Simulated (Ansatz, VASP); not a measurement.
One calculation of Si2Mo, two programs

```
CELL_PARAMETERS angstrom
-4.57444 0.00000 0.00000
-2.28722 -3.96158 0.00000
-0.22872 -0.39616 13.13311
ATOMIC_POSITIONS crystal
Si 0.67166 0.13917 0.25002
Si 0.67166 0.08917 0.75002
Si 0.83583 0.74416 0.91668
Si 0.83583 0.79416 0.41668
Si 0.83583 0.32000 0.08335
Si 0.83583 0.27000 0.58335
Si 0.32834 0.81083 0.25002
Si 0.32834 0.76083 0.75002
Si 0.16417 0.07250 0.91668
Si 0.16417 0.12250 0.41668
Si 0.16417 0.66333 0.08335
Si 0.16417 0.61333 0.58335
Mo 0.50000 0.99167 0.08335
Mo 0.50000 0.94166 0.58335
Mo 0.50000 0.40833 0.91668
Mo 0.50000 0.45833 0.41668
Mo 0.00000 0.47500 0.25002
Mo 0.00000 0.42500 0.75002
```

Alike in both runs: task single point; functional PBEsol; k mesh 10 × 10 × 3; occupations gaussian, width 0.15 eV; no spin polarisation.

```csv
,VASP,Ansatz
version,VASP 6.6.1,Ansatz 0.2.0
potentials or method,"VASP PAW PBE potentials, release 64 (Si, Mo_sv), cutoff 520 eV","scalar-relativistic, plane waves, PAW"
valence electrons in the cell,132,132
```

VASP gave:

| Item | Value |
| --- | --- |
| gap on the k mesh at the Fermi level (eV) | none |
| pressure (GPa) | 0.7 |
| traceless stress, the component that is largest in VASP (GPa) | 3.56 |
| rms of the force components (eV/Å) | 0.437 |

**Question.** Estimate Ansatz's values.

**Answer.** gap on the k mesh at the Fermi level (eV): none; pressure (GPa): 0.3; traceless stress, the component that is largest in VASP (GPa): 3.57; rms of the force components (eV/Å): 0.438.

VASP's potentials were made for PBE, not for PBEsol. Atom by atom the forces differ by 0.001 eV/Å (rms over components). A gap of «none» marks a metal or a gap that the smearing closes.
